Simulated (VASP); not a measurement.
# NiO (R-3m) in VASP: a series of runs

NiO is run at these levels: r2SCAN; tasks: single point.

All numbers are computed with VASP 6.6.1; they aren't measurements. Logs are shortened: lines on timing, memory, paths and dates and some standing lists are left out, and cuts for length are marked.

### 1 The cell of the first run

The structure is trigonal, space group R-3m (No. 166). Conventional cell: a = 2.876 Å, b = 2.876 Å, c = 6.992 Å, α = 90.00°, β = 90.00°, γ = 120.00°. Within 2.7 Å of Ni (site symmetry -3m) lie 6 O at 2.03 Å. Within 2.7 Å of O (site symmetry -3m) lie 6 Ni at 2.03 Å.

### 2 Single point, r2SCAN, collinear spin, antiferromagnetic start

Contents of POSCAR:

```
NiO
1.0
    0.0000000000      1.6606214598      4.6616119200
   -1.4381403702     -0.8303107299      4.6616119200
    1.4381403702     -0.8303107299      4.6616119200
Ni O
2 2
Direct
    0.5000000000     -0.5000000000      0.5000000000
    1.0000000000      0.0000000000      1.0000000000
    0.2500000001      0.2500000001      0.2500000001
    0.7499999999      0.7499999999      0.7499999999
```

Contents of INCAR.step1:

```
PREC = Accurate ; ENCUT = 520
ISMEAR = 0 ; SIGMA = 0.05
LREAL = F ; LASPH = T
NELM = 150 ; ISPIN = 2
MAGMOM = 1.73 -1.73 0 0 ; LMAXMIX = 4
NBANDS = 28 ; GGA = PE
ALGO = Normal ; EDIFF = 1E-4
LWAVE = T ; LCHARG = F
```

Contents of INCAR.step2:

```
PREC = Accurate ; ENCUT = 520
EDIFF = 1E-6 ; ISMEAR = 0
SIGMA = 0.05 ; LREAL = F
LASPH = T ; NELM = 150
ALGO = Normal ; ISIF = 2
LWAVE = F ; LCHARG = T
ISPIN = 2 ; MAGMOM = 1.73 -1.73 0 0
LORBIT = 11 ; LMAXMIX = 4
METAGGA = R2SCAN ; LMIXTAU = T
LELF = T ; LVHAR = T
NBANDS = 28 ; ISTART = 1
```

Contents of KPOINTS:

```
Automatic mesh
0
Gamma
  10 10 10
```

Potentials or basis: VASP PAW PBE potentials, release 64 (Ni, O).

On the command line:

```console
$ cat potpaw_PBE.64/Ni/POTCAR potpaw_PBE.64/O/POTCAR > POTCAR
$ cp INCAR.step1 INCAR
$ mpirun -np 1 vasp_std > vasp.out
$ cp INCAR.step2 INCAR
$ mpirun -np 1 vasp_std > vasp.out
```

OUTCAR:

```text
PREC = Accurate
   ENCUT = 520
   EDIFF = 1E-6
   ISMEAR = 0
   LREAL = F
   LASPH = T
   NELM = 150
   ISIF = 2
   ISPIN = 2
   LORBIT = 11
   METAGGA = R2SCAN
   ISTART = 1

 ion  position               nearest neighbor table
   1  0.500  0.500  0.500-   3 2.03   3 2.03   4 2.03   4 2.03   3 2.03   4 2.03   2 2.86   2 2.86
                             2 2.86   2 2.86   2 2.86   2 2.86
   2  0.000  0.000  0.000-   4 2.03   4 2.03   3 2.03   3 2.03   4 2.03   3 2.03   1 2.86   1 2.86
                             1 2.86   1 2.86   1 2.86   1 2.86
   3  0.250  0.250  0.250-   2 2.03   2 2.03   2 2.03   1 2.03   1 2.03   1 2.03
   4  0.750  0.750  0.750-   2 2.03   2 2.03   2 2.03   1 2.03   1 2.03   1 2.03

  LATTYP: Found a trigonal (rhomboedric) cell.
 ALAT       =     4.9485643701
 COS(alpha) =     0.8310827108

  Lattice vectors:

 A1 = (   0.0000000000,   1.6606214598,   4.6616119200)
 A2 = (  -1.4381403702,  -0.8303107299,   4.6616119200)
 A3 = (   1.4381403702,  -0.8303107299,   4.6616119200)

Analysis of symmetry for initial positions (statically):
=====================================================================
 Subroutine PRICEL returns following result:

  LATTYP: Found a trigonal (rhomboedric) cell.
 ALAT       =     2.8618735220
 COS(alpha) =     0.4949531373
[... 12 lines left out ...]
 Subroutine GETGRP returns: Found 12 space group operations
 (whereof 12 operations were pure point group operations)
 out of a pool of 12 trial point group operations.

The static configuration has the point symmetry D_3d.

Analysis of symmetry for dynamics (positions and initial velocities):
=====================================================================
 Subroutine PRICEL returns following result:

  LATTYP: Found a trigonal (rhomboedric) cell.
 ALAT       =     2.8618735220
 COS(alpha) =     0.4949531373
[... 12 lines left out ...]
 Subroutine GETGRP returns: Found 12 space group operations
 (whereof 12 operations were pure point group operations)
 out of a pool of 12 trial point group operations.

The dynamic configuration has the point symmetry D_3d.

Analysis of structural, dynamic, and magnetic symmetry:
=====================================================================
 Subroutine PRICEL returns following result:

  LATTYP: Found a trigonal (rhomboedric) cell.
 ALAT       =     2.8618735220
 COS(alpha) =     0.4949531373
[... 12 lines left out ...]
 Subroutine GETGRP returns: Found 12 space group operations
 (whereof 12 operations were pure point group operations)
 out of a pool of 12 trial point group operations.

The overall configuration has the point symmetry D_3d.
[... 122 lines left out ...]
  Thomas-Fermi vector in A             =   2.708911
   LORBIT       =     11    0 simple, 1 ext, 2 COOP (PROOUT), +10 PAW based schemes
   METAGGA = R2SCAN    functional components
   LHFCALC =     F    Hartree Fock is set to
   AEXX    =    0.0000 exact exchange contribution
   IVDW    =     0    specifies the selected vdW correction
   LEPSILON=     F    determine dielectric tensor
   LRPA    =     F    only Hartree local field effects (RPA)
 spin polarized calculation
 Gauss-broadening in eV      SIGMA  =   0.05
  energy-cutoff  :      520.00
  volume of cell :       33.40
 maximum number of plane-waves:       923
 NGX is ok and might be reduce to    40
   NGX = 19   NGY = 19   NGZ = 19

 number of electron      31.9999994 magnetization      -0.0000000

 number of electron      31.9999994 magnetization       0.0000000

 Free energy of the ion-electron system (eV)
  ---------------------------------------------------
  ext. energy  EPLUGINS =         0.00000000
  ---------------------------------------------------
  free energy    TOTEN  =       -40.40426814 eV

  energy without entropy =      -40.40426814  energy(sigma->0) =      -40.40426814

 E-fermi :   8.3707     XC(G=0): -13.9779

 val. band max:        8.1465376579   @ k =   0.4000   0.4000   0.3000
 cond. band min:      10.4784335838   @ k =   0.5000   0.3000   0.3000
 fundamental gap:      2.3318959259
 Fermi energy:         8.3707080304

 spin component 1

 k-point     1 :       0.0000    0.0000    0.0000
  band No.  band energies     occupation
      1     -12.9795      1.00000
      2     -11.3288      1.00000
      3      -0.0061      1.00000
      4       2.6038      1.00000
      5       2.6038      1.00000
      6       5.8469      1.00000
[... 733 lines left out ...]
     27      29.5318      0.00000
     28      32.5549      0.00000

 [... further k-points ...]

 spin component 2

 k-point     1 :       0.0000    0.0000    0.0000
  band No.  band energies     occupation
      1     -12.9795      1.00000
      2     -11.3288      1.00000
      3      -0.0061      1.00000
      4       2.6038      1.00000
      5       2.6038      1.00000
      6       5.8469      1.00000
[... 733 lines left out ...]
     27      29.5318      0.00000
     28      32.5549      0.00000

 [... further k-points ...]
[... 5 lines left out ...]
  --------------------------------------------------------------------------------------
  -------------------------------------------------------------------------------------
  Total        4.1407962      4.1407962      4.1895341      0.0000000      0.0000000      0.0000000
  in kB      198.6392858    198.6392858    200.9773056      0.0000000      0.0000000      0.0000000
  external PRESSURE =     199.4186257 kB  Pullay stress =       0.0000000 kB

 VOLUME and BASIS-vectors are now :
 -----------------------------------------------------------------------------
  energy-cutoff  :      520.00
  volume of cell :       33.40
      direct lattice vectors                 reciprocal lattice vectors
     0.000000000  1.660621460  4.661611920     0.000000000  0.401456131  0.071506024
    -1.438140370 -0.830310730  4.661611920    -0.347671208 -0.200728066  0.071506024
     1.438140370 -0.830310730  4.661611920     0.347671208 -0.200728066  0.071506024

 POSITION                                       TOTAL-FORCE (eV/Angst)
 -----------------------------------------------------------------------------------
      0.00000      0.00000      6.99242         0.000000      0.000000     -0.000000
      0.00000      0.00000      0.00000        -0.000000      0.000000     -0.000000
      0.00000      0.00000      3.49621        -0.000000      0.000000      0.000000
      0.00000      0.00000     10.48863        -0.000000     -0.000000      0.000000
 -----------------------------------------------------------------------------------
    total drift:                               -0.000000     -0.000000     -0.000000

  FREE ENERGIE OF THE ION-ELECTRON SYSTEM (eV)
  ---------------------------------------------------
  free  energy   TOTEN  =       -40.4042681408 eV

  energy  without entropy=      -40.4042681408  energy(sigma->0) =      -40.40426814

 total charge

# of ion       s       p       d       tot
------------------------------------------
    1        0.364   0.490   8.276   9.131
    2        0.364   0.490   8.276   9.131
    3        1.562   3.526   0.000   5.087
    4        1.562   3.526   0.000   5.087
--------------------------------------------------
tot          3.853   8.031  16.552  28.436

 magnetization (x)

# of ion       s       p       d       tot
------------------------------------------
    1       -0.008  -0.015   1.544   1.521
    2        0.008   0.015  -1.544  -1.521
    3        0.000   0.000   0.000   0.000
    4        0.000   0.000   0.000   0.000
--------------------------------------------------
tot          0.000   0.000   0.000   0.000
```

OUTCAR.step1:

```text
PREC = Accurate
   ENCUT = 520
   ISMEAR = 0
   LREAL = F
[... 1772 lines left out ...]
      0.00000      0.00000      6.99242        -0.000000     -0.000000     -0.000000
      0.00000      0.00000      0.00000        -0.000000     -0.000000     -0.000000
      0.00000      0.00000      3.49621         0.000000      0.000000     -0.000000
      0.00000      0.00000     10.48863         0.000000      0.000000      0.000000
 -----------------------------------------------------------------------------------
    total drift:                               -0.000000     -0.000000     -0.000000

  FREE ENERGIE OF THE ION-ELECTRON SYSTEM (eV)
  ---------------------------------------------------
  free  energy   TOTEN  =       -23.2517712925 eV

  energy  without entropy=      -23.2517712925  energy(sigma->0) =      -23.25177129
```

Run time: 32 min. Hardware: 1 thread of AMD EPYC 7R13 (Zen 3), shared host; peak memory 0.38 GiB.

Results:

```
Free energy                                           : -40.4043 eV
Pressure                                              : 19.9 GPa
Band gap on the k mesh                                : 2.33 eV
Net moment                                            : 0.00 μB per cell
Site moments                                          : Ni +1.52, -1.52; O +0.00 μB
Valence electrons inside the program's atomic spheres : Ni 9.13; O 5.09
```

Caveat: the cell stands under pressure; the PAW data sets were made with another functional, which shifts forces and pressure a little. A k mesh can miss the band edges.

### 3 Single point, r2SCAN, collinear spin, antiferromagnetic start (8.66 Å³/atom)

This run uses another cell than the first one, of 8.66 Å³/atom.

Contents of POSCAR:

```
NiO
1.0
    0.0000000000      1.6791659941      4.7264416499
   -1.4542004081     -0.8395829970      4.7264416499
    1.4542004081     -0.8395829970      4.7264416499
Ni O
2 2
Direct
    0.5000000000     -0.5000000000      0.5000000000
    1.0000000000      0.0000000000      1.0000000000
    0.2500000048      0.2500000048      0.2500000048
    0.7499999952      0.7499999952      0.7499999952
```

Contents of INCAR.step1:

```
ALGO     = Normal         # electronic algorithm
EDIFF    = 1E-4           # SCF threshold, eV
ENCUT    = 520            # plane-wave cutoff, eV
GGA      = PE             # functional
ISMEAR   = 0              # smearing method
ISPIN    = 2              # spin polarisation
LASPH    = True           # aspherical terms in the spheres
LCHARG   = False          # write CHGCAR
LMAXMIX  = 4              # l up to which the mixer works
LREAL    = False          # projectors in reciprocal space
LWAVE    = True           # write WAVECAR
MAGMOM   = 1.72 -1.72 0 0 # initial moments
NBANDS   = 28             # bands
NELM     = 150            # most SCF steps
PREC     = Accurate       # precision mode
SIGMA    = 0.05           # smearing width, eV
```

Contents of INCAR.step2:

```
ALGO     = Normal         # electronic algorithm
EDIFF    = 1E-6           # SCF threshold, eV
ENCUT    = 520            # plane-wave cutoff, eV
ISIF     = 2              # what is computed and relaxed
ISMEAR   = 0              # smearing method
ISPIN    = 2              # spin polarisation
ISTART   = 1            
LASPH    = True           # aspherical terms in the spheres
LCHARG   = False          # write CHGCAR
LMAXMIX  = 4              # l up to which the mixer works
LMIXTAU  = True         
LORBIT   = 11             # projections on sites
LREAL    = False          # projectors in reciprocal space
LWAVE    = False          # write WAVECAR
MAGMOM   = 1.72 -1.72 0 0 # initial moments
METAGGA  = R2SCAN         # meta-GGA
NBANDS   = 28             # bands
NELM     = 150            # most SCF steps
PREC     = Accurate       # precision mode
SIGMA    = 0.05           # smearing width, eV
```

Contents of KPOINTS:

```
k-points
0
Gamma
  10 10 10
```

Potentials or basis: VASP PAW PBE potentials, release 64 (Ni, O).

On the command line:

```console
$ cat potpaw_PBE.64/Ni/POTCAR potpaw_PBE.64/O/POTCAR > POTCAR
$ cp INCAR.step1 INCAR
$ mpirun -np 1 vasp_std > vasp.out
$ cp INCAR.step2 INCAR
$ mpirun -np 1 vasp_std > vasp.out
```

Run time: 32 min. Hardware: 1 thread of AMD EPYC 7R13 (Zen 3), shared host; peak memory 0.38 GiB.

Results (log left out):

- Free energy: -40.5188 eV
- Pressure: 9.8 GPa
- Band gap on the k mesh: 2.32 eV
- Net moment: 0.00 μB per cell
- Site moments: Ni +1.54, -1.54; O +0.00 μB
- Valence electrons inside the program's atomic spheres: Ni 9.05; O 5.07

Levels at points of the mesh, in eV from the valence-band top:
Spin up:
```csv
k point,band 13,band 14,band 15,band 16,band 17,band 18,band 19,band 20
"(0.00, 0.00, 0.00)",-1.63,-0.60,-0.60,-0.42,3.29,3.29,3.46,7.29
"(0.50, 0.00, 0.00)",-0.63,-0.44,-0.38,-0.26,2.92,3.02,9.50,9.69
"(0.50, 0.50, 0.00)",-0.96,-0.35,-0.35,-0.23,3.40,3.55,7.34,8.20
"(0.50, 0.50, 0.50)",-0.94,-0.75,-0.04,-0.04,2.89,2.89,6.14,6.39
```
Spin down:
| k point | band 14 | band 15 | band 16 | band 17 | band 18 | band 19 |
| --- | --- | --- | --- | --- | --- | --- |
| (0.00, 0.00, 0.00) | -0.60 | -0.60 | -0.42 | 3.29 | 3.29 | 3.46 |
| (0.50, 0.00, 0.00) | -0.44 | -0.38 | -0.26 | 2.92 | 3.02 | 9.50 |
| (0.50, 0.50, 0.00) | -0.35 | -0.35 | -0.23 | 3.40 | 3.55 | 7.34 |
| (0.50, 0.50, 0.50) | -0.75 | -0.04 | -0.04 | 2.89 | 2.89 | 6.14 |

Caveat: the cell stands under pressure; the PAW data sets were made with another functional, which shifts forces and pressure a little. A k mesh can miss the band edges.
